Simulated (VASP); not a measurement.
Set up this calculation in VASP 6.6.1, as the native input.

| Property | Result |
| --- | --- |
| Task | single point |
| Functional | PBEsol |
| Potentials or basis | VASP PAW PBE potentials, release 64 (Au) |
| Cutoff | 500 eV |
| k mesh | 17 × 17 × 9 |
| Occupations | fermi-dirac, width 0.08 eV |
| Spin | no spin polarisation |
| Dipole correction | no |
| Further INCAR settings | ALGO = Normal; EDIFF = 1e-06; NBANDS = 18 |

The structure of Au lies in POSCAR:

```
Au
1.0
    2.5522343260      0.0000000000      0.0000000000
   -1.2761171630      2.2102997627      0.0000000000
    0.0000000000      0.0000000000      4.2167334536
Au
2
Direct
    0.3333333333      0.6666666667      0.2500000000
    0.6666666667      0.3333333333      0.7500000000
```

One way to write it, as run:

INCAR

```
ALGO = Normal
EDIFF = 1E-6
ENCUT = 500
GGA = PS
GGA_COMPAT = F
ISIF = 2
ISMEAR = -1
LASPH = T
LCHARG = F
LREAL = F
LWAVE = F
NBANDS = 18
NELM = 120
PREC = Accurate
SIGMA = 0.08
```

KPOINTS

```
k-points
0
Gamma
  17 17 9
```

Potentials or basis: VASP PAW PBE potentials, release 64 (Au).

The run is started by

```sh
$ cat potpaw_PBE.64/Au/POTCAR > POTCAR
$ mpirun -np 1 vasp_std > vasp.out
```

Results of the run:

```
Pressure               : 170.7 GPa
Band gap on the k mesh : zero (band 11 reaches 21.64 eV, above the bottom of band 12 at 13.37 eV)
```

Caveat: the PAW data sets were made with another functional, which shifts forces and pressure a little; spin-orbit coupling is left out, which moves the levels of the heavy elements.

It took 21 s on 1 thread of Intel(R) Xeon(R) 6975P-C (Granite Rapids), on a shared host, peak memory 0.17 GiB.
